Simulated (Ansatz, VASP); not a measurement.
# Two plane-wave programs on Fe3Pb

```
Fe Pb
1.0
     0.00000    3.07237    3.07237
     3.07237    0.00000    3.07237
     3.07237    3.07237    0.00000
Fe Pb
3 1
Direct
  0.25000 0.25000 0.25000
  0.75000 0.75000 0.75000
  0.50000 0.50000 0.50000
  0.00000 0.00000 0.00000
```

Alike in both runs: task single point; functional r2SCAN; k mesh 12 × 12 × 12; occupations gaussian, width 0.1 eV; no spin polarisation.

|  | VASP | Ansatz |
| --- | --- | --- |
| version | VASP 6.6.1 | Ansatz 0.2.0 |
| potentials or method | VASP PAW PBE potentials, release 64 (Fe, Pb_d), cutoff 520 eV | scalar-relativistic, plane waves, PAW |
| valence electrons in the cell | 38 | 62 |

Ansatz gave:

```
gap on the k mesh at the Fermi level (eV) : 0.10
least direct gap on the mesh (eV)         : 0.30
pressure (GPa)                            : -16.1
```

Task: What did VASP give for the same quantities?

Result: gap on the k mesh at the Fermi level (eV): 0.11; least direct gap on the mesh (eV): 0.30; pressure (GPa): -15.6.

VASP's potentials were made for PBE, not for r2SCAN. The functional is the same, so the differences come from potentials, cutoffs and numerics. VASP's potentials hold 38 valence electrons a cell and Ansatz's 62, so a difference there can come from the potentials and not from the codes.

Spin-orbit coupling is off throughout.
